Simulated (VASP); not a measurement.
Here is a VASP 6.6.1 calculation.

File INCAR:

```
SYSTEM = AlGa7As8
PREC = Accurate
ENCUT = 500
EDIFF = 1E-7
ISMEAR = -1
SIGMA = 0.05
LREAL = Auto
LASPH = .True.
NELM = 120
ALGO = Normal
ISIF = 8
LWAVE = .False.
LCHARG = .False.
GGA = PS
IBRION = 2
NSW = 100
EDIFFG = -0.03
ISYM = -1
GGA_COMPAT = .False.
NELMIN = 4
KPAR = 1
```

The input KPOINTS:

```
explicit points
1
Reciprocal
  0.25000000   0.25000000   0.25000000 1
```

File POSCAR:

```
AlGa7As8
1.0
   11.3233840000      0.0000000000      0.0000000000
    0.0000000000     11.3233840000      0.0000000000
    0.0000000000      0.0000000000     11.3233840000
Ga Al As
28 4 32
Direct
    0.0005890000      0.9993380000      0.0002620000
    0.9982870000      0.0003320000      0.4994690000
    0.9978850000      0.4986100000      0.0015800000
    0.9963030000      0.4954200000      0.4969050000
    0.4995850000      0.0001330000      0.0001360000
    0.5041730000      0.9979780000      0.5019570000
    0.5010620000      0.5003110000      0.9978140000
    0.2489690000      0.2491980000      0.0024090000
    0.2489390000      0.2525020000      0.5025130000
    0.2475640000      0.7498990000      0.9988440000
    0.2504980000      0.7494680000      0.4990110000
    0.7531920000      0.2502800000      0.0019880000
    0.7509600000      0.2470150000      0.4980190000
    0.7526830000      0.7510780000      0.9976580000
    0.7514160000      0.7521430000      0.5010430000
    0.2500860000      0.0013040000      0.2480470000
    0.2490570000      0.0008800000      0.7496460000
    0.2487850000      0.5011770000      0.2516530000
    0.2500960000      0.4986750000      0.7469890000
    0.7516450000      0.0027980000      0.2498770000
    0.7490410000      0.9968800000      0.7516460000
    0.7481940000      0.4981450000      0.2487590000
    0.9998030000      0.7512810000      0.2491040000
    0.0011250000      0.7486500000      0.7527960000
    0.5016570000      0.2511020000      0.2505820000
    0.5011690000      0.2509310000      0.7497810000
    0.5014690000      0.7525190000      0.2507170000
    0.5014020000      0.7528030000      0.7468520000
    0.4990500000      0.4991010000      0.4956640000
    0.7494680000      0.4990330000      0.7493840000
    0.9988760000      0.2486140000      0.2495980000
    0.9972320000      0.2498310000      0.7504380000
    0.1249120000      0.1253630000      0.1262100000
    0.1225470000      0.1267090000      0.6258710000
    0.1237600000      0.6254440000      0.1247170000
    0.1229820000      0.6270100000      0.6249530000
    0.6257070000      0.1247140000      0.1251330000
    0.6267500000      0.1237130000      0.6251620000
    0.6233270000      0.6223590000      0.1235790000
    0.6290750000      0.6246140000      0.6218190000
    0.3760220000      0.3770820000      0.1232900000
    0.3734640000      0.3763150000      0.6255420000
    0.3749800000      0.8759780000      0.1257120000
    0.3748960000      0.8742320000      0.6268860000
    0.8778140000      0.3745750000      0.1265920000
    0.8767940000      0.3758330000      0.6253240000
    0.8778360000      0.8744290000      0.1282280000
    0.8750810000      0.8739020000      0.6243570000
    0.3757500000      0.1240950000      0.3748300000
    0.3756710000      0.1260880000      0.8733260000
    0.3756520000      0.6246530000      0.3754440000
    0.3755390000      0.6223900000      0.8758350000
    0.8740410000      0.1238270000      0.3743860000
    0.8734840000      0.1227080000      0.8745290000
    0.8714520000      0.6231900000      0.3728070000
    0.8758400000      0.6262980000      0.8769960000
    0.1204540000      0.3759040000      0.3750810000
    0.1256970000      0.3750710000      0.8731810000
    0.1263440000      0.8751940000      0.3761850000
    0.1257080000      0.8712820000      0.8748860000
    0.6277690000      0.3737980000      0.3764200000
    0.6256750000      0.3744740000      0.8740590000
    0.6271780000      0.8726660000      0.3757490000
    0.6262510000      0.8763390000      0.8776480000
```

Potentials or basis: VASP PAW PBE potentials, release 64 (Ga_d, Al, As).

Run with:

```bash
$ cat potpaw_PBE.64/Ga_d/POTCAR potpaw_PBE.64/Al/POTCAR potpaw_PBE.64/As/POTCAR > POTCAR
$ mpirun -np 4 vasp_std > vasp.out
```

Q: What does it give for the relaxed cell?

A: a = 11.331 Å, b = 11.331 Å, c = 11.331 Å, α = 90.00°, β = 90.00°, γ = 90.00°.

Q: What does it give for the band gap on the k mesh?

A: 1.37 eV.

Q: Predict the relaxed volume.

A: 22.73 Å³/atom.

Stress tensor (GPa, compression positive):
```
 0.02 -0.77 -0.77
-0.77  0.02 -0.77
-0.77 -0.77  0.02
```

Caveat: the PAW data sets were made with another functional, which shifts forces and pressure a little; a shifted mesh leaves out Γ, where band edges can lie. A k mesh can miss the band edges.
